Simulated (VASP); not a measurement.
# PbO in VASP: a series of runs

Runs on PbO. Level: PBE+D3(BJ). Tasks: single point.

Program: VASP 6.6.1. These are calculated values, not measurements. Logs are shortened: lines on timing, memory, paths and dates and some standing lists are left out, and cuts for length are marked.

## Step 1: The cell of the first run

The cell holds a slab with vacuum, 4 atoms: a = 3.905 Å, b = 3.905 Å, c = 30.749 Å, α = 90.00°, β = 90.00°, γ = 90.00°.

## Step 2: Single point, PBE+D3(BJ)

INCAR

```
  PREC = Accurate
  ENCUT = 520
  EDIFF = 1E-7
  ISMEAR = 0
  SIGMA = 0.02
  LREAL = F
  LASPH = T
  NELM = 60
  ALGO = Normal
  ISIF = 2
  LWAVE = F
  LCHARG = F
  LDIPOL = T
  IDIPOL = 3
  DIPOL = 0.5 0.5 0.500
  GGA = PE
  IVDW = 12
  NBANDS = 28
```

KPOINTS

```
Automatic mesh
0
Gamma
  6 6 1
```

POSCAR

```
PbO
1.0
    3.9050000000      0.0000000000      0.0000000000
    0.0000000000      3.9050000000      0.0000000000
    0.0000000000      0.0000000000     30.7493267952
Pb O
2 2
Direct
    0.5000000000      0.0000000000      0.4634788752
    0.0000000000      0.5000000000      0.5365211248
    0.0000000000      0.0000000000      0.5000000000
    0.5000000000      0.5000000000      0.5000000000
```

Potentials or basis: VASP PAW PBE potentials, release 64 (Pb_d, O).

Launch:

```bash
cat potpaw_PBE.64/Pb_d/POTCAR potpaw_PBE.64/O/POTCAR > POTCAR
mpirun -np 1 vasp_std > vasp.out
```

OUTCAR:

```text
PREC = Accurate
   ENCUT = 520
   EDIFF = 1E-7
   ISMEAR = 0
   LREAL = F
   LASPH = T
   NELM = 60
   ISIF = 2
   GGA = PE
   IVDW = 12
 IVDW          = 12

 ion  position               nearest neighbor table
   1  0.500  0.000  0.463-   3 2.25   4 2.25   4 2.25   3 2.25   2 3.56   2 3.56   2 3.56   2 3.56

   2  0.000  0.500  0.537-   3 2.25   4 2.25   3 2.25   4 2.25   1 3.56   1 3.56   1 3.56   1 3.56

   3  0.000  0.000  0.500-   1 2.25   2 2.25   2 2.25   1 2.25
   4  0.500  0.500  0.500-   1 2.25   2 2.25   1 2.25   2 2.25

  LATTYP: Found a simple tetragonal cell.
 ALAT       =     3.9050000000
 C/A-ratio  =     7.8743474508

  Lattice vectors:

 A1 = (   3.9050000000,   0.0000000000,   0.0000000000)
 A2 = (   0.0000000000,   3.9050000000,   0.0000000000)
 A3 = (   0.0000000000,   0.0000000000,  30.7493267952)

Analysis of symmetry for initial positions (statically):
=====================================================================
 Subroutine PRICEL returns:
 Original cell was already a primitive cell.

 Routine SETGRP: Setting up the symmetry group for a
 simple tetragonal supercell.

 Subroutine GETGRP returns: Found 16 space group operations
 (whereof  8 operations were pure point group operations)
 out of a pool of 16 trial point group operations.

The static configuration has the point symmetry D_2d.
 The point group associated with its full space group is D_4h.

Analysis of symmetry for dynamics (positions and initial velocities):
=====================================================================
 Subroutine PRICEL returns:
 Original cell was already a primitive cell.

 Routine SETGRP: Setting up the symmetry group for a
 simple tetragonal supercell.

 Subroutine GETGRP returns: Found 16 space group operations
 (whereof  8 operations were pure point group operations)
 out of a pool of 16 trial point group operations.

The dynamic configuration has the point symmetry D_2d.
 The point group associated with its full space group is D_4h.

 Subroutine INISYM returns: Found 16 space group operations
 (whereof  8 operations are pure point group operations),
 and found     1 'primitive' translations

----------------------------------------------------------------------------------------

                                     Primitive cell

  volume of cell :     468.8973

  direct lattice vectors                    reciprocal lattice vectors
     3.905000000  0.000000000  0.000000000     0.256081946  0.000000000  0.000000000
     0.000000000  3.905000000  0.000000000     0.000000000  0.256081946  0.000000000
     0.000000000  0.000000000 30.749326795     0.000000000  0.000000000  0.032521037

  length of vectors
     3.905000000  3.905000000 30.749326795     0.256081946  0.256081946  0.032521037

  position of ions in fractional coordinates (direct lattice)
     0.500000000  0.000000000  0.463478875
     0.000000000  0.500000000  0.536521125
     0.000000000  0.000000000  0.500000000
     0.500000000  0.500000000  0.500000000

  ion indices of the primitive-cell ions
   primitive index   ion index
                 1           1
                 2           2
                 3           3
                 4           4

----------------------------------------------------------------------------------------

 KPOINTS: Automatic mesh

Automatic generation of k-mesh.
 Grid dimensions read from file:
 generate k-points for:    6    6    1

 Generating k-lattice:

  Cartesian coordinates                     Fractional coordinates (reciprocal lattice)
     0.042680324  0.000000000  0.000000000     0.166666667  0.000000000  0.000000000
     0.000000000  0.042680324  0.000000000     0.000000000  0.166666667  0.000000000
     0.000000000  0.000000000  0.032521037     0.000000000  0.000000000  1.000000000

  Length of vectors
     0.042680324  0.042680324  0.032521037

  Shift w.r.t. Gamma in fractional coordinates (k-lattice)
     0.000000000  0.000000000  0.000000000

 Subroutine IBZKPT returns following result:
 ===========================================

 Found     10 irreducible k-points:

 Following reciprocal coordinates:
            Coordinates               Weight
  0.000000  0.000000  0.000000      1.000000
  0.166667  0.000000  0.000000      4.000000
  0.333333  0.000000  0.000000      4.000000
  0.500000  0.000000  0.000000      2.000000
  0.166667  0.166667  0.000000      4.000000
  0.333333  0.166667  0.000000      8.000000
  0.500000  0.166667  0.000000      4.000000
  0.333333  0.333333  0.000000      4.000000
  0.500000  0.333333  0.000000      4.000000
  0.500000  0.500000  0.000000      1.000000
   k-points           NKPTS =     10   k-points in BZ     NKDIM =     10   number of bands    NBANDS=     28
   number of dos      NEDOS =    301   number of ions     NIONS =      4
   total plane-waves  NPLWV = 216000
   dimension x,y,z NGX =    30 NGY =   30 NGZ =  240
   dimension x,y,z NGXF=    60 NGYF=   60 NGZF=  480
   ions per type =               2   2
   NGX,Y,Z   is equivalent  to a cutoff of  12.77, 12.77, 12.98 a.u.
   NGXF,Y,Z  is equivalent  to a cutoff of  25.54, 25.54, 25.95 a.u.
 SYSTEM =  unknown system
   PREC   = accura    normal or accurate (medium, high low for compatibility)
   ISTART =      0    job   : 0-new  1-cont  2-samecut
   ICHARG =      2    charge: 1-file 2-atom 10-const
   ISPIN  =      1    spin polarized calculation?
   LNONCOLLINEAR =      F non collinear calculations
   LSORBIT =      F    spin-orbit coupling
   LASPH  =      T    aspherical Exc in radial PAW
   ENCUT  =  520.0 eV  38.22 Ry    6.18 a.u.   7.26  7.26 57.17*2*pi/ulx,y,z
   NELM   =     60;   NELMIN=  2; NELMDL= -5     # of ELM steps
   EDIFF  = 0.1E-06   stopping-criterion for ELM
   LREAL  =      F    real-space projection
   EDIFFG = 0.1E-05   stopping-criterion for IOM
   NSW    =      0    number of steps for IOM
   IBRION =     -1    ionic relax: 0-MD 1-quasi-New 2-CG
   NFREE  =      0    steps in history (QN), initial steepest desc. (CG)
   ISIF   =      2    stress and relaxation
   ISYM   =      2    0-nonsym 1-usesym 2-fastsym
   POTIM  = 0.5000    time-step for ionic-motion
   TEBEG  =    0.0;   TEEND  =   0.0 temperature during run
   PSTRESS=    0.0 pullay stress
   NELECT =      40.0000    total number of electrons
   NUPDOWN=      -1.0000    fix difference up-down
   EMIN   =  10.00;   EMAX   =-10.00  energy-range for DOS
   EFERMI =   0.00;   METHOD = LEGACY
   ISMEAR =     0;   SIGMA  =   0.02  broadening in eV -4-tet -1-fermi 0-gaus
   EFERMI_NEDOS =   21; number of points for ismear=-14 and -15
   IALGO  =     38    algorithm
   IMIX   =      4    mixing-type and parameters
     AMIX     =   0.40;   BMIX     =  1.00
     AMIX_MAG =   1.60;   BMIX_MAG =  1.00
  volume/ion in A,a.u.               =     117.22       791.07
  Fermi-wavevector in a.u.,A,eV,Ry     =   0.720669  1.361866  7.066366  0.519363
  Thomas-Fermi vector in A             =   1.810180
   LORBIT       =      0    0 simple, 1 ext, 2 COOP (PROOUT), +10 PAW based schemes
   GGA     = PE    functional components
   LHFCALC =     F    Hartree Fock is set to
   AEXX    =    0.0000 exact exchange contribution
   IVDW    =    12    specifies the selected vdW correction
   LEPSILON=     F    determine dielectric tensor
   LRPA    =     F    only Hartree local field effects (RPA)
 non-spin polarized calculation
 Gauss-broadening in eV      SIGMA  =   0.02
  energy-cutoff  :      520.00
  volume of cell :      468.90
 maximum number of plane-waves:     12658
 NGX is ok and might be reduce to    30
   NGX = 15   NGY = 15   NGZ =115

 dipolmoment           0.000000      0.000000      0.000000 electrons x Angstroem

 number of electron      39.9999996 magnetization

 dipolmoment           0.000000      0.000000     -0.000000 electrons x Angstroem

 Free energy of the ion-electron system (eV)
  ---------------------------------------------------
  ext. energy  EPLUGINS =         0.00000000
  ---------------------------------------------------
  free energy    TOTEN  =       -21.09256548 eV

  energy without entropy =      -21.09256548  energy(sigma->0) =      -21.09256548

 E-fermi :  -2.9708     XC(G=0):  -2.0407

 val. band max:       -3.0984832451   @ k =   0.0000   0.0000   0.0000
 cond. band min:      -0.5953895110   @ k =   0.0000   0.0000   0.0000
 fundamental gap:      2.5030937341
 Fermi energy:        -2.9708478805

 k-point     1 :       0.0000    0.0000    0.0000
  band No.  band energies     occupation
      1     -21.7505      2.00000
      2     -21.0485      2.00000
      3     -18.6649      2.00000
      4     -18.6649      2.00000
      5     -18.6028      2.00000
      6     -18.5763      2.00000
[... 20 lines left out ...]
     27       2.7118      0.00000
     28       2.9754      0.00000

 k-point     2 :       0.1667    0.0000    0.0000
  band No.  band energies     occupation
      1     -21.6795      2.00000
      2     -21.0748      2.00000
      3     -18.6603      2.00000
      4     -18.6424      2.00000
      5     -18.5806      2.00000
      6     -18.5509      2.00000
[... 20 lines left out ...]
     27       2.4425      0.00000
     28       3.0556      0.00000

 k-point     3 :       0.3333    0.0000    0.0000
  band No.  band energies     occupation
      1     -21.5072      2.00000
      2     -21.1628      2.00000
      3     -18.6457      2.00000
      4     -18.5911      2.00000
      5     -18.5678      2.00000
      6     -18.5314      2.00000
[... 20 lines left out ...]
     27       3.0546      0.00000
     28       3.2818      0.00000

 k-point     4 :       0.5000    0.0000    0.0000
  band No.  band energies     occupation
      1     -21.3154      2.00000
      2     -21.3154      2.00000
      3     -18.6165      2.00000
      4     -18.6165      2.00000
      5     -18.5438      2.00000
      6     -18.5438      2.00000
[... 20 lines left out ...]
     27       4.0452      0.00000
     28       4.0452      0.00000

 k-point     5 :       0.1667    0.1667    0.0000
  band No.  band energies     occupation
      1     -21.6153      2.00000
      2     -21.0948      2.00000
      3     -18.6403      2.00000
      4     -18.6315      2.00000
      5     -18.5707      2.00000
      6     -18.5304      2.00000
[... 20 lines left out ...]
     27       2.7317      0.00000
     28       2.9326      0.00000

 k-point     6 :       0.3333    0.1667    0.0000
  band No.  band energies     occupation
      1     -21.4619      2.00000
      2     -21.1660      2.00000
      3     -18.6197      2.00000
      4     -18.5786      2.00000
      5     -18.5575      2.00000
      6     -18.5065      2.00000
[... 20 lines left out ...]
     27       3.1481      0.00000
     28       3.3429      0.00000

 k-point     7 :       0.5000    0.1667    0.0000
  band No.  band energies     occupation
      1     -21.2949      2.00000
      2     -21.2949      2.00000
      3     -18.5930      2.00000
      4     -18.5930      2.00000
      5     -18.5283      2.00000
      6     -18.5283      2.00000
[... 20 lines left out ...]
     27       4.2528      0.00000
     28       4.2528      0.00000

 k-point     8 :       0.3333    0.3333    0.0000
  band No.  band energies     occupation
      1     -21.3594      2.00000
      2     -21.1917      2.00000
      3     -18.5651      2.00000
      4     -18.5418      2.00000
      5     -18.5163      2.00000
      6     -18.4971      2.00000
[... 20 lines left out ...]
     27       3.8169      0.00000
     28       3.9000      0.00000

 k-point     9 :       0.5000    0.3333    0.0000
  band No.  band energies     occupation
      1     -21.2582      2.00000
      2     -21.2582      2.00000
      3     -18.5421      2.00000
      4     -18.5421      2.00000
      5     -18.4910      2.00000
      6     -18.4910      2.00000
[... 20 lines left out ...]
     27       4.4491      0.00000
     28       4.4491      0.00000

 k-point    10 :       0.5000    0.5000    0.0000
  band No.  band energies     occupation
      1     -21.2419      2.00000
      2     -21.2419      2.00000
      3     -18.5357      2.00000
      4     -18.5357      2.00000
      5     -18.4508      2.00000
      6     -18.4508      2.00000
[... 20 lines left out ...]
     27       4.0537      0.00000
     28       4.0537      0.00000

------------------------ aborting loop because EDIFF is reached ----------------------------------------

 vacuum level on the upper side and lower side of the slab       (xc-potential included)        -0.006        -0.006

 Edisp (eV)   -0.58775

 E8    (eV) :    -0.2794

  FORCE on cell =-STRESS in cart. coord.  units (eV):
  Direction    XX          YY          ZZ          XY          YZ          ZX
  --------------------------------------------------------------------------------------
  -------------------------------------------------------------------------------------
  Total       5.42133     5.42133     5.11803     0.00000     0.00000     0.00000
  in kB      18.52417    18.52417    17.48782     0.00000     0.00000     0.00000
  external pressure =       18.18 kB  Pullay stress =        0.00 kB

 VOLUME and BASIS-vectors are now :
 -----------------------------------------------------------------------------
  energy-cutoff  :      520.00
  volume of cell :      468.90
      direct lattice vectors                 reciprocal lattice vectors
     3.905000000  0.000000000  0.000000000     0.256081946  0.000000000  0.000000000
     0.000000000  3.905000000  0.000000000     0.000000000  0.256081946  0.000000000
     0.000000000  0.000000000 30.749326795     0.000000000  0.000000000  0.032521037

 POSITION                                       TOTAL-FORCE (eV/Angst)
 -----------------------------------------------------------------------------------
      1.95250      0.00000     14.25166         0.000000      0.000000     -2.312617
      0.00000      1.95250     16.49766        -0.000000      0.000000      2.312617
      0.00000      0.00000     15.37466        -0.000000      0.000000      0.000000
      1.95250      1.95250     15.37466         0.000000     -0.000000      0.000000
 -----------------------------------------------------------------------------------
    total drift:                                0.000000      0.000000     -0.000000

  FREE ENERGIE OF THE ION-ELECTRON SYSTEM (eV)
  ---------------------------------------------------
  free  energy   TOTEN  =       -21.6803155829 eV

  energy  without entropy=      -21.6803155829  energy(sigma->0) =      -21.68031558

 vacuum level on the upper side and lower side of the slab         1.621         1.621
```

It took 4.7 min on 1 thread of Intel Xeon Platinum 8488C (Sapphire Rapids), shared host; peak memory 0.54 GiB.

Results:

```
Free energy                : -21.6803 eV
Largest force              : 2.313 eV/Å
Band gap on the k mesh     : 2.50 eV, direct
Dispersion energy per atom : -0.147 eV
```

Forces on the atoms (eV/Å):
```
Pb   0.000  0.000 -2.313
Pb   0.000  0.000  2.313
O    0.000  0.000  0.000
O    0.000  0.000  0.000
```

Levels at points of the mesh, in eV from the valence-band top:
| k point | band 18 | band 19 | band 20 | band 21 | band 22 | band 23 |
| --- | --- | --- | --- | --- | --- | --- |
| (0.00, 0.00, 0.00) | -1.62 | -1.49 | 0.00 | 2.50 | 2.71 | 4.67 |
| (0.50, 0.00, 0.00) | -2.99 | -0.71 | -0.71 | 3.51 | 3.51 | 5.25 |
| (0.50, 0.50, 0.00) | -1.18 | -0.90 | -0.90 | 3.46 | 3.46 | 5.57 |

Caveat: spin-orbit coupling is left out, which moves the levels of the heavy elements.

(Continued in part 2 of 2.)
